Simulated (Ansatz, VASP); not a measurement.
# One calculation of GaAs2, two programs

```
CELL_PARAMETERS angstrom
3.64597 0.00000 0.00000
-1.82298 3.15750 0.00000
0.00000 0.00000 11.37881
ATOMIC_POSITIONS crystal
Ga 0.33333 0.66667 0.25000
Ga 0.66667 0.33333 0.75000
As 0.33333 0.66667 0.56706
As 0.66667 0.33333 0.06706
As 0.33333 0.66667 0.93294
As 0.66667 0.33333 0.43294
```

Alike in both runs: functional PBE; k mesh 12 × 12 × 4; occupations gaussian, width 0.1 eV; no spin polarisation.

Ansatz relaxed the structure, and its values are those at the end. VASP's run is a single point on that final structure, the one shown.

|  | VASP | Ansatz |
| --- | --- | --- |
| version | VASP 6.6.1 | Ansatz 0.2.0 |
| potentials or method | VASP PAW PBE potentials, release 64 (Ga_d, As), cutoff 520 eV | scalar-relativistic, plane waves, PAW |
| valence electrons in the cell | 46 | 86 |

|  | VASP | Ansatz | Ansatz less VASP |
| --- | --- | --- | --- |
| gap on the k mesh at the Fermi level (eV) | none | none | - |
| pressure (GPa) | 0.1 | 0.0 | -0.16 |
| rms of the force components (eV/Å) | 0.012 | 0.002 | -0.0099 |

A gap of «none» marks a metal or a gap that the smearing closes. The functional is the same, so the differences come from potentials, cutoffs and numerics. VASP's potentials hold 46 valence electrons a cell and Ansatz's 86, so a difference there can come from the potentials and not from the codes.
